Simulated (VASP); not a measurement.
# TaZn2B3 (P4/mmm) in VASP: a series of runs

Runs on TaZn2B3. Level: PBE. Tasks: relaxation of cell and atoms.

Everything below comes from runs of VASP 6.6.1. Logs are shortened: lines on timing, memory, paths and dates and some standing lists are left out, and cuts for length are marked.

## (1) The cell of the first run

Symmetry: P4/mmm, No. 123, tetragonal system. The conventional cell has a = 3.014 Å, b = 3.014 Å, c = 7.235 Å, α = 90.00°, β = 90.00°, γ = 90.00°. Ta (site symmetry 4/mmm) has 2 Zn at 2.50 Å and 8 B at 2.75 Å and 4 Ta at 3.01 Å within 3.3 Å. Zn (site symmetry 4mm) has 5 Zn at 2.24 to 3.01 Å and 8 B at 2.26 to 2.41 Å and 1 Ta at 2.50 Å within 3.1 Å. B (site symmetry 4mm) has 1 B at 1.88 Å and 4 Zn at 2.26 Å within 2.5 Å. Within 2.5 Å of B (site symmetry 4/mmm) lie 2 B at 1.88 Å and 8 Zn at 2.41 Å.

The cell was generated, and may not be a known phase.

## (2) Relaxation of cell and atoms, PBE

The input, INCAR:

```
SYSTEM = TaZn2B3
PREC = Accurate
ENCUT = 600
EDIFF = 1E-7
ISMEAR = 0
SIGMA = 0.1
LREAL = .FALSE.
LASPH = .TRUE.
NELM = 100
ALGO = Normal
ISIF = 3
LWAVE = .FALSE.
LCHARG = .FALSE.
GGA = PE
IBRION = 2
NSW = 90
EDIFFG = -0.04
```

The input, KPOINTS:

```
regular mesh
0
G
  6 6 4
  0 0 0
```

The input, POSCAR:

```
TaZn2B3
1.0
    3.0140562935      0.0000000000      0.0000000000
    0.0000000000      3.0140562935      0.0000000000
    0.0000000000      0.0000000000      7.2353034452
Ta Zn B
1 2 3
Direct
    0.0000000000      0.0000000000      0.0000000000
    0.0000000000      0.0000000000      0.3451066773
    0.0000000000      0.0000000000      0.6548933227
    0.5000000000      0.5000000000      0.2396450571
    0.5000000000      0.5000000000      0.5000000000
    0.5000000000      0.5000000000      0.7603549429
```

Potentials or basis: VASP PAW PBE potentials, release 64 (Ta_pv, Zn, B).

Started as:

```bash
$ cat potpaw_PBE.64/Ta_pv/POTCAR potpaw_PBE.64/Zn/POTCAR potpaw_PBE.64/B/POTCAR > POTCAR
$ mpirun -np 1 vasp_std > vasp.out
```

OUTCAR:

```text
SYSTEM = TaZn2B3
   PREC = Accurate
   ENCUT = 600
   EDIFF = 1E-7
   ISMEAR = 0
   LREAL = .FALSE.
   LASPH = .TRUE.
   NELM = 100
   ISIF = 3
   GGA = PE
   IBRION = 2
   NSW = 90
   EDIFFG = -0.04

 ion  position               nearest neighbor table
   1  0.000  0.000  0.000-   2 2.50   3 2.50   4 2.75   6 2.75   4 2.75   6 2.75   4 2.75   6 2.75
                             4 2.75   6 2.75
   2  0.000  0.000  0.345-   3 2.24   4 2.26   4 2.26   4 2.26   4 2.26   5 2.41   5 2.41   5 2.41
                             5 2.41   1 2.50
   3  0.000  0.000  0.655-   2 2.24   6 2.26   6 2.26   6 2.26   6 2.26   5 2.41   5 2.41   5 2.41
                             5 2.41   1 2.50
   4  0.500  0.500  0.240-   5 1.88   2 2.26   2 2.26   2 2.26   2 2.26   1 2.75   1 2.75   1 2.75
                             1 2.75
   5  0.500  0.500  0.500-   4 1.88   6 1.88   2 2.41   3 2.41   2 2.41   3 2.41   2 2.41   3 2.41
                             2 2.41   3 2.41
   6  0.500  0.500  0.760-   5 1.88   3 2.26   3 2.26   3 2.26   3 2.26   1 2.75   1 2.75   1 2.75
                             1 2.75

  LATTYP: Found a simple tetragonal cell.
 ALAT       =     3.0140562935
 C/A-ratio  =     2.4005203422

  Lattice vectors:

 A1 = (   3.0140562935,   0.0000000000,   0.0000000000)
 A2 = (   0.0000000000,   3.0140562935,   0.0000000000)
 A3 = (   0.0000000000,   0.0000000000,   7.2353034452)

Analysis of symmetry for initial positions (statically):
=====================================================================
 Subroutine PRICEL returns:
 Original cell was already a primitive cell.

 Routine SETGRP: Setting up the symmetry group for a
 simple tetragonal supercell.

 Subroutine GETGRP returns: Found 16 space group operations
 (whereof 16 operations were pure point group operations)
 out of a pool of 16 trial point group operations.

The static configuration has the point symmetry D_4h.

Analysis of symmetry for dynamics (positions and initial velocities):
=====================================================================
 Subroutine PRICEL returns:
 Original cell was already a primitive cell.

 Routine SETGRP: Setting up the symmetry group for a
 simple tetragonal supercell.

 Subroutine GETGRP returns: Found 16 space group operations
 (whereof 16 operations were pure point group operations)
 out of a pool of 16 trial point group operations.

The dynamic configuration has the point symmetry D_4h.

 Subroutine INISYM returns: Found 16 space group operations
 (whereof 16 operations are pure point group operations),
 and found     1 'primitive' translations

----------------------------------------------------------------------------------------

                                     Primitive cell

  volume of cell :      65.7294

  direct lattice vectors                    reciprocal lattice vectors
     3.014056293  0.000000000  0.000000000     0.331778807  0.000000000  0.000000000
     0.000000000  3.014056293  0.000000000     0.000000000  0.331778807  0.000000000
     0.000000000  0.000000000  7.235303445     0.000000000  0.000000000  0.138211204

  length of vectors
     3.014056293  3.014056293  7.235303445     0.331778807  0.331778807  0.138211204

  position of ions in fractional coordinates (direct lattice)
     0.000000000  0.000000000  0.000000000
     0.000000000  0.000000000  0.345106677
     0.000000000  0.000000000  0.654893323
     0.500000000  0.500000000  0.239645057
     0.500000000  0.500000000  0.500000000
     0.500000000  0.500000000  0.760354943

  ion indices of the primitive-cell ions
   primitive index   ion index
                 1           1
                 2           2
                 3           3
                 4           4
                 5           5
                 6           6

----------------------------------------------------------------------------------------

 KPOINTS: regular mesh

Automatic generation of k-mesh.
 Grid dimensions read from file:
 generate k-points for:    6    6    4

 Generating k-lattice:

  Cartesian coordinates                     Fractional coordinates (reciprocal lattice)
     0.055296468  0.000000000  0.000000000     0.166666667  0.000000000  0.000000000
     0.000000000  0.055296468  0.000000000     0.000000000  0.166666667  0.000000000
     0.000000000  0.000000000  0.034552801     0.000000000  0.000000000  0.250000000

  Length of vectors
     0.055296468  0.055296468  0.034552801

  Shift w.r.t. Gamma in fractional coordinates (k-lattice)
     0.000000000  0.000000000  0.000000000

 Subroutine IBZKPT returns following result:
 ===========================================

 Found     30 irreducible k-points:

 Following reciprocal coordinates:
            Coordinates               Weight
  0.000000  0.000000  0.000000      1.000000
  0.166667  0.000000  0.000000      4.000000
  0.333333  0.000000  0.000000      4.000000
  0.500000  0.000000  0.000000      2.000000
  0.166667  0.166667  0.000000      4.000000
  0.333333  0.166667  0.000000      8.000000
[... 16 lines left out ...]
  0.333333  0.000000  0.500000      4.000000
  0.500000  0.000000  0.500000      2.000000
 [... further k-points ...]
   k-points           NKPTS =     30   k-points in BZ     NKDIM =     30   number of bands    NBANDS=     26
   number of dos      NEDOS =    301   number of ions     NIONS =      6
   total plane-waves  NPLWV =  34560
   dimension x,y,z NGX =    24 NGY =   24 NGZ =   60
   dimension x,y,z NGXF=    48 NGYF=   48 NGZF=  120
   ions per type =               1   2   3
   NGX,Y,Z   is equivalent  to a cutoff of  13.24, 13.24, 13.79 a.u.
   NGXF,Y,Z  is equivalent  to a cutoff of  26.48, 26.48, 27.57 a.u.
 SYSTEM =  TaZn2B3
   PREC   = accura    normal or accurate (medium, high low for compatibility)
   ISTART =      0    job   : 0-new  1-cont  2-samecut
   ICHARG =      2    charge: 1-file 2-atom 10-const
   ISPIN  =      1    spin polarized calculation?
   LNONCOLLINEAR =      F non collinear calculations
   LSORBIT =      F    spin-orbit coupling
   LASPH  =      T    aspherical Exc in radial PAW
   ENCUT  =  600.0 eV  44.10 Ry    6.64 a.u.   6.02  6.02 14.45*2*pi/ulx,y,z
   NELM   =    100;   NELMIN=  2; NELMDL= -5     # of ELM steps
   EDIFF  = 0.1E-06   stopping-criterion for ELM
   LREAL  =      F    real-space projection
   EDIFFG = -.4E-01   stopping-criterion for IOM
   NSW    =     90    number of steps for IOM
   IBRION =      2    ionic relax: 0-MD 1-quasi-New 2-CG
   NFREE  =      1    steps in history (QN), initial steepest desc. (CG)
   ISIF   =      3    stress and relaxation
   ISYM   =      2    0-nonsym 1-usesym 2-fastsym
   POTIM  = 0.5000    time-step for ionic-motion
   TEBEG  =    0.0;   TEEND  =   0.0 temperature during run
   PSTRESS=    0.0 pullay stress
   NELECT =      44.0000    total number of electrons
   NUPDOWN=      -1.0000    fix difference up-down
   EMIN   =  10.00;   EMAX   =-10.00  energy-range for DOS
   EFERMI =   0.00;   METHOD = LEGACY
   ISMEAR =     0;   SIGMA  =   0.10  broadening in eV -4-tet -1-fermi 0-gaus
   EFERMI_NEDOS =   21; number of points for ismear=-14 and -15
   IALGO  =     38    algorithm
   IMIX   =      4    mixing-type and parameters
     AMIX     =   0.40;   BMIX     =  1.00
     AMIX_MAG =   1.60;   BMIX_MAG =  1.00
  volume/ion in A,a.u.               =      10.95        73.93
  Fermi-wavevector in a.u.,A,eV,Ry     =   1.432097  2.706272 27.904230  2.050903
  Thomas-Fermi vector in A             =   2.551762
   LORBIT       =      0    0 simple, 1 ext, 2 COOP (PROOUT), +10 PAW based schemes
   GGA     = PE    functional components
   LHFCALC =     F    Hartree Fock is set to
   AEXX    =    0.0000 exact exchange contribution
   IVDW    =     0    specifies the selected vdW correction
   LEPSILON=     F    determine dielectric tensor
   LRPA    =     F    only Hartree local field effects (RPA)
 conjugate gradient relaxation of ions
 non-spin polarized calculation
 Gauss-broadening in eV      SIGMA  =   0.10
  energy-cutoff  :      600.00
  volume of cell :       65.73
 maximum number of plane-waves:      2224
   NGX = 13   NGY = 13   NGZ = 29

--------------------------------------- Ionic step        1  -------------------------------------------

 number of electron      44.0000045 magnetization

 Free energy of the ion-electron system (eV)
  ---------------------------------------------------
  ext. energy  EPLUGINS =         0.00000000
  ---------------------------------------------------
  free energy    TOTEN  =       -29.70358287 eV

  energy without entropy =      -29.69531502  energy(sigma->0) =      -29.69944894

------------------------ aborting loop because EDIFF is reached ----------------------------------------

  FORCE on cell =-STRESS in cart. coord.  units (eV):
  Direction    XX          YY          ZZ          XY          YZ          ZX
  --------------------------------------------------------------------------------------
  -------------------------------------------------------------------------------------
  Total       -0.0319901     -0.0319901      1.0467902      0.0000000     -0.0000000      0.0000000
  in kB       -0.7797714     -0.7797714     25.5158925      0.0000000     -0.0000000      0.0000000
  external PRESSURE =       7.9854499 kB  Pullay stress =       0.0000000 kB
[... 65 lines left out ...]
  energy  without entropy=      -29.6963714361  energy(sigma->0) =      -29.70025303

--------------------------------------- Ionic step        3  -------------------------------------------

 number of electron      44.0000046 magnetization

 Free energy of the ion-electron system (eV)
  ---------------------------------------------------
  ext. energy  EPLUGINS =         0.00000000
  ---------------------------------------------------
  free energy    TOTEN  =       -29.70589305 eV

  energy without entropy =      -29.69800572  energy(sigma->0) =      -29.70194938

 E-fermi :   5.5619     XC(G=0): -12.3441

 val. band max:        5.4937667126   @ k =   0.1667   0.0000   0.0000
 cond. band min:       5.6002793104   @ k =   0.3333   0.1667   0.5000
 fundamental gap:      0.1065125978
 Fermi energy:         5.5619002176

 k-point     1 :       0.0000    0.0000    0.0000
  band No.  band energies     occupation
      1     -29.2921      2.00000
      2     -28.9184      2.00000
      3     -28.9184      2.00000
      4      -7.7533      2.00000
      5      -5.3647      2.00000
      6      -3.2876      2.00000
[... 685 lines left out ...]
     25       8.7370      0.00000
     26       8.8860      0.00000

 [... further k-points ...]

------------------------ aborting loop because EDIFF is reached ----------------------------------------

  FORCE on cell =-STRESS in cart. coord.  units (eV):
  Direction    XX          YY          ZZ          XY          YZ          ZX
  --------------------------------------------------------------------------------------
  -------------------------------------------------------------------------------------
  Total       -0.1238675     -0.1238675     -0.0064020      0.0000000      0.0000000      0.0000000
  in kB       -3.0067336     -3.0067336     -0.1554006      0.0000000      0.0000000      0.0000000
  external PRESSURE =      -2.0562892 kB  Pullay stress =       0.0000000 kB
[... 21 lines left out ...]
  FREE ENERGIE OF THE ION-ELECTRON SYSTEM (eV)
  ---------------------------------------------------
  free  energy   TOTEN  =       -29.7058930479 eV

  energy  without entropy=      -29.6980057150  energy(sigma->0) =      -29.70194938

 reached required accuracy - stopping structural energy minimisation
```

Run time: 2.6 min. Hardware: 1 thread of Oxide Virtual Turin-like, shared host; peak memory 0.2 GiB.

What came out:

```
Free energy                           : -29.7059 eV
Relaxed volume                        : 11.00 Å³/atom
Relaxed cell                          : a = 3.014 Å, b = 3.014 Å, c = 7.268 Å, α = 90.00°, β = 90.00°, γ = 90.00°
Space group after relaxing (to 0.1 Å) : P4/mmm (No. 123)
Energy gained by relaxing             : 0.4 meV/atom
Ionic steps                           : 3
Pressure after relaxing               : -0.2 GPa
Largest force after relaxing          : 0.016 eV/Å
Band gap on the k mesh                : zero (bands 22 and 23 overlap by 2.95 eV)
```

Forces on the atoms (eV/Å):
```
Ta   0.000  0.000  0.000
Zn   0.000  0.000  0.013
Zn   0.000  0.000 -0.013
B    0.000  0.000  0.016
B    0.000  0.000  0.000
B    0.000  0.000 -0.016
```

Step by step:
```
step  energy change (eV)  largest force (eV/Å)  pressure (GPa)  volume (Å³)
   1              0.0000                0.0181            0.80        65.73
   2             -0.0006                0.0180           -1.04        66.25
   3             -0.0023                0.0163           -0.21        66.00
```

Final structure:
```cif
data_structure
_symmetry_space_group_name_H-M 'P 1'
_symmetry_Int_Tables_number 1
_cell_length_a 3.0136
_cell_length_b 3.0136
_cell_length_c 7.2676
_cell_angle_alpha 90.000
_cell_angle_beta 90.000
_cell_angle_gamma 90.000
_cell_volume 66.00
loop_
_atom_site_label
_atom_site_type_symbol
_atom_site_fract_x
_atom_site_fract_y
_atom_site_fract_z
_atom_site_occupancy
Ta1 Ta 0.00000 0.00000 0.00000 1
Zn1 Zn 0.00000 0.00000 0.34513 1
Zn2 Zn 0.00000 0.00000 0.65487 1
B1 B 0.50000 0.50000 0.23971 1
B2 B 0.50000 0.50000 0.50000 1
B3 B 0.50000 0.50000 0.76029 1
```

Caveat: spin-orbit coupling is left out, which moves the levels of the heavy elements.

[end of part 1 of 2]

The gap in the log of VASP goes by the Fermi energy; the results here count the filled bands.